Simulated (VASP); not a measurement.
Set up this calculation in VASP 6.6.1, as the native input.

| Item | Value |
| --- | --- |
| Task | single point |
| Functional | HSE06 |
| Potentials or basis | VASP PAW PBE potentials, release 64 (Li_sv, H, F) |
| Cutoff | 520 eV |
| k mesh | 4 × 4 × 4 |
| Occupations | gaussian, width 0.01 eV |
| Spin | no spin polarisation |
| Dipole correction | no |
| Grid for exact exchange (PRECFOCK) | Normal |
| Further INCAR settings | ALGO = Normal; EDIFF = 1e-06; NBANDS = 17 |
| Screening parameter | 0.2079 1/Å |

The system is LiHF2.

```xyz
4
Lattice="1.4677 0.8474 4.3645 -1.4677 0.8474 4.3645 0.0000 -1.6948 4.3645" Properties=species:S:1:pos:R:3 pbc="T T T"
Li    0.0000    0.0000    0.0000
H     0.0000    0.0000    6.5467
F     0.0000    0.0000    5.4128
F     0.0000    0.0000    7.6806
```

The input as run:

POSCAR

```
LiHF2
1.0
    1.4677011470      0.8473776523      4.3644586948
   -1.4677011470      0.8473776523      4.3644586948
    0.0000000000     -1.6947553046      4.3644586948
Li H F
1 1 2
Direct
    0.0000000000      0.0000000000      0.0000000000
    0.5000000000      0.5000000000      0.5000000000
    0.4133992817      0.4133992817      0.4133992817
    0.5866007183      0.5866007183      0.5866007183
```

INCAR.step1

```
  PREC = Accurate
  ENCUT = 520
  EDIFF = 1E-5
  ISMEAR = 0
  SIGMA = 0.01
  LREAL = False
  LASPH = True
  NELM = 60
  ALGO = Normal
  ISIF = 2
  LWAVE = True
  GGA = PE
  NBANDS = 17
```

INCAR.step2

```
  PREC = Accurate
  ENCUT = 520
  EDIFF = 1E-6
  ISMEAR = 0
  SIGMA = 0.01
  LREAL = False
  LASPH = True
  NELM = 60
  ALGO = Normal
  ISIF = 2
  LWAVE = False
  LCHARG = True
  GGA = PE
  LHFCALC = True
  HFSCREEN = 0.2079
  PRECFOCK = Normal
  LELF = True
  LVHAR = True
  ISTART = 1
  NBANDS = 17
```

KPOINTS

```
Automatic mesh
0
Gamma
  4 4 4
```

Potentials or basis: VASP PAW PBE potentials, release 64 (Li_sv, H, F).

Command:

```bash
$ cat potpaw_PBE.64/Li_sv/POTCAR potpaw_PBE.64/H/POTCAR potpaw_PBE.64/F/POTCAR > POTCAR
$ cp INCAR.step1 INCAR
$ mpirun -np 1 vasp_std > vasp.out
$ cp INCAR.step2 INCAR
$ mpirun -np 1 vasp_std > vasp.out
```

Results of the run:

The largest force is 0.150 eV/Å and the band gap on the k mesh is 10.73 eV, indirect (least direct gap 10.80 eV).

Caveat: the k points lie up to 0.63 Å⁻¹ apart; the PAW data sets were made with another functional, which shifts forces and pressure a little.

Wall time 17 min on 1 thread of Intel(R) Xeon(R) Platinum 8259CL CPU @ 2.50GHz (Skylake/Cascade Lake), with other jobs on the host, peak memory 0.3 GiB.
